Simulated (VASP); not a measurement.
A run of VASP 6.6.1 is set up as follows.

INCAR

```
SYSTEM = AlGa3Sb4
ALGO = Normal
EDIFF = 1E-6
ENCUT = 520
GGA = PE
ISIF = 2
ISMEAR = -1
LASPH = .TRUE.
LCHARG = .TRUE.
LELF = .TRUE.
LREAL = .FALSE.
LVHAR = .TRUE.
LWAVE = .FALSE.
NBANDS = 41
NELM = 80
PREC = Accurate
SIGMA = 0.15
```

File KPOINTS:

```
k-points
0
G
  12 12 4
  0 0 0
```

Contents of POSCAR:

```
AlGa3Sb4
1.0
    4.3828543056      0.0000000000      0.0000000000
   -2.1914271528      3.7956631697      0.0000000000
    0.0000000000      0.0000000000     14.4398966722
Al Ga Sb
1 3 4
Direct
    0.3333333333      0.6666666667      0.4998246173
    0.6666666667      0.3333333333      0.2500562795
    0.6666666667      0.3333333333      0.7505672460
    0.3333333333      0.6666666667      0.0002093958
    0.6666666667      0.3333333333      0.4371035101
    0.6666666667      0.3333333333      0.9374563102
    0.3333333333      0.6666666667      0.1872385822
    0.3333333333      0.6666666667      0.6873440589
```

Potentials or basis: VASP PAW PBE potentials, release 64 (Al, Ga_d, Sb).

The run is started by

```bash
$ cat potpaw_PBE.64/Al/POTCAR potpaw_PBE.64/Ga_d/POTCAR potpaw_PBE.64/Sb/POTCAR > POTCAR
$ mpirun -np 1 vasp_std > vasp.out
```

Question: What does it give for the band gap on the k mesh?

Answer: Zero (filled and empty bands touch).

Question: What does it give for the pressure?

Answer: 0.1 GPa.

Question: What does it give for the largest force?

Answer: 0.010 eV/Å.

Forces on the atoms (eV/Å):
```
Al   0.000  0.000  0.004
Ga   0.000  0.000 -0.002
Ga   0.000  0.000  0.000
Ga   0.000  0.000  0.000
Sb   0.000  0.000 -0.010
Sb   0.000  0.000  0.000
Sb   0.000  0.000  0.000
Sb   0.000  0.000  0.008
```

Caveat: spin-orbit coupling is left out, which moves the levels of the heavy elements.
